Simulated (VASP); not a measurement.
Here is a VASP 6.6.1 calculation.

The input INCAR:

```
PREC     = Accurate       # precision mode
ENCUT    = 520            # plane-wave cutoff, eV
EDIFF    = 1E-7           # SCF threshold, eV
ISMEAR   = 0              # smearing method
SIGMA    = 0.1            # smearing width, eV
LREAL    = F              # projectors in reciprocal space
LASPH    = T              # aspherical terms in the spheres
NELM     = 100            # most SCF steps
ALGO     = Normal         # electronic algorithm
ISIF     = 2              # what is computed and relaxed
LWAVE    = F              # write WAVECAR
LCHARG   = T              # write CHGCAR
GGA      = PE             # functional
LELF     = T              # ELF
LVHAR    = T            
NBANDS   = 24             # bands
```

Contents of KPOINTS:

```
regular mesh
0
Gamma
  6 6 6
```

POSCAR

```
LiS2
1.0
   -2.9034330810      0.0000000000     -2.9034330810
   -2.9034330810     -2.9034330810      0.0000000000
   -5.8068661620      2.9034330810      2.9034330810
Li S
2 4
Direct
    0.0000000000      0.0000000000      0.0000000000
    0.5000000000      0.5000000000      0.5000000000
    0.6250000000      0.6250000000      0.1250000000
    0.1250000000      0.1250000000      0.6250000000
    0.8750000000      0.8750000000      0.3750000000
    0.3750000000      0.3750000000      0.8750000000
```

Potentials or basis: VASP PAW PBE potentials, release 64 (Li_sv, S).

Run with:

```bash
$ cat potpaw_PBE.64/Li_sv/POTCAR potpaw_PBE.64/S/POTCAR > POTCAR
$ mpirun -np 1 vasp_std > vasp.out
```

Problem. What does it give for the band gap on the k mesh?

Solution. Zero (band 15 reaches 4.95 eV, above the bottom of band 16 at 3.58 eV).
